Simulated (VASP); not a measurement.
Write the native input for VASP 6.6.1 that does the following.

* Task: single point
* Functional: PBE
* Potentials or basis: VASP PAW PBE potentials, release 64 (Pt)
* Cutoff: 520 eV
* k mesh: 12 × 12 × 12
* Occupations: fermi-dirac, width 0.05 eV
* Spin: no spin polarisation
* Dipole correction: no
* Further INCAR settings: ALGO = Fast; EDIFF = 1e-07; NBANDS = 11

The structure of Pt lies in POSCAR:

```
Pt
1.0
   -0.0133030000      1.9357530000      1.9445300000
    1.9710380000      0.0030350000      1.9281930000
    2.0008850000      1.9492620000     -0.0268110000
Pt
1
Direct
   -0.0132620000      0.0199540000      0.0069400000
```

This cell differs from its parent crystal: the cell strained at random.

The input as run:

INCAR

```
SYSTEM = Pt
PREC = Accurate ; ENCUT = 520
EDIFF = 1E-7 ; ISMEAR = -1
SIGMA = 0.05 ; LREAL = .FALSE.
LASPH = .TRUE. ; NELM = 60
ALGO = Fast ; ISIF = 2
LWAVE = .FALSE. ; LCHARG = .FALSE.
GGA = PE ; NBANDS = 11
```

KPOINTS

```
Automatic mesh
0
G
  12 12 12
  0 0 0
```

Potentials or basis: VASP PAW PBE potentials, release 64 (Pt).

Launch:

```console
$ cat potpaw_PBE.64/Pt/POTCAR > POTCAR
$ mpirun -np 1 vasp_std > vasp.out
```

It gave:

* Pressure: 9.8 GPa
* Band gap on the k mesh: zero (band 5 reaches 11.90 eV, above the bottom of band 6 at 9.59 eV)

Caveat: the cell differs from its parent crystal (the cell strained at random); spin-orbit coupling is left out, which moves the levels of the heavy elements.

Run time: 2.1 min on 1 thread of Intel Xeon 6975P-C, with other jobs on the host, peak memory 0.26 GiB.
